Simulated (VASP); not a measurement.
Crystal: CuO.

```
Cu O
1.0
     2.37550   -1.73595    0.00000
     2.37550    1.73595    0.00000
    -0.87187    0.00000    5.12602
Cu O
2 2
Direct
  0.00320 0.49680 0.00000
  0.49680 0.00320 0.50000
  0.57140 0.40560 0.25370
  0.40560 0.57140 0.75370
```

Base run:

```yaml
Program: VASP 6.6.1
Functional: PBE
Potentials_or_basis: VASP PAW PBE potentials, release 64 (Cu_sv_GW, O)
Cutoff: 820 eV
k_mesh: 10 × 10 × 5
Occupations: fermi-dirac, width 0.05 eV
Spin: no spin polarisation
```

Its results: band gap on the k mesh zero (bands 25 and 26 overlap by 0.59 eV); pressure -1.9 GPa; largest force 0.717 eV/Å.

The run is repeated on the same cell with these changes: functional from PBE to LDA; potentials or basis from VASP PAW PBE potentials, release 64 (Cu_sv_GW, O) to VASP PAW LDA potentials, release 64 (Cu_sv_GW, O). What comes out?

Band gap on the k mesh zero (bands 25 and 26 overlap by 0.60 eV); pressure -15.6 GPa; largest force 0.794 eV/Å.

Caveats: semilocal functionals often make such compounds metallic where correlation or magnetic order opens a gap, which also shifts bond lengths; the stress differs along the axes, from -19 to -11 GPa (at least some runs).
